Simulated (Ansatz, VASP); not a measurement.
## Two plane-wave programs on C

Contents of INCAR:

```
SYSTEM = C
  PREC = Accurate
  ENCUT = 520
  EDIFF = 1E-6
  ISMEAR = 0
  SIGMA = 0.1
  LREAL = .FALSE.
  LASPH = .TRUE.
  NELM = 80
  ALGO = Normal
  ISIF = 2
  LWAVE = .FALSE.
  LCHARG = .FALSE.
  LDIPOL = .TRUE.
  IDIPOL = 3
  DIPOL = 0.5 0.5 0.355
  GGA = PE
  IVDW = 12
  NBANDS = 16
```

The input KPOINTS:

```
Automatic mesh
0
G
  15 15 1
  0 0 0
```

POSCAR

```
C
1.0
    2.4656524412      0.0000000000      0.0000000000
   -1.2328262206      2.1353176510      0.0000000000
    0.0000000000      0.0000000000     17.5000663888
C
4
Direct
    0.6666666667      0.3333333333      0.2571437785
    0.3333333333      0.6666666667      0.2571418816
    0.8333333333      1.0000000000      0.4520020789
    0.5000000000      1.3333333333      0.4520001821
```

Input for Ansatz:

```yaml
crystal:
  lattice:
    - [2.4656524412, 0.0, 0.0]
    - [-1.2328262206, 2.135317651, 0.0]
    - [0.0, 0.0, 17.5000663888]
  atoms:
    - { symbol: C, position: [0.6666666667, 0.3333333333, 0.2571437785] }
    - { symbol: C, position: [0.3333333333, 0.6666666667, 0.2571418816] }
    - { symbol: C, position: [0.8333333333, 1.0, 0.4520020789] }
    - { symbol: C, position: [0.5, 1.3333333333, 0.4520001821] }
basis:
  ecutwfc: 420
kpoints:
  mp_grid: { grid: [15, 15, 1] }
hamiltonian:
  xc: pbe
  pseudopotentials: { kind: paw, azcp: { folder: soft_1 } }
  dispersion: d3bj
scf:
  occupations: { method: gaussian, width: 0.1 }
output:
  forces: true
  eigenvalues: true
efield:
  axis: 3
  dipole_correction: true
  ramp_width: 0.04
```

Alike in both runs: task single point; functional PBE; dispersion D3(BJ); k mesh 15 × 15 × 1; occupations gaussian, width 0.1 eV; no spin polarisation.

|  | VASP | Ansatz |
| --- | --- | --- |
| version | VASP 6.6.1 | Ansatz 0.2.0 |
| potentials or method | VASP PAW PBE potentials, release 64 (C), cutoff 520 eV | scalar-relativistic, plane waves, PAW |
| valence electrons in the cell | 16 | 16 |

```csv
,VASP,Ansatz,Ansatz less VASP
gap on the k mesh at the Fermi level (eV),0.20,0.20,0.000
least direct gap on the mesh (eV),0.20,0.20,0.000
rms of the force components (eV/Å),0.004,0.004,0.0000
```

Atom by atom the forces differ by 0.000 eV/Å (rms over components).
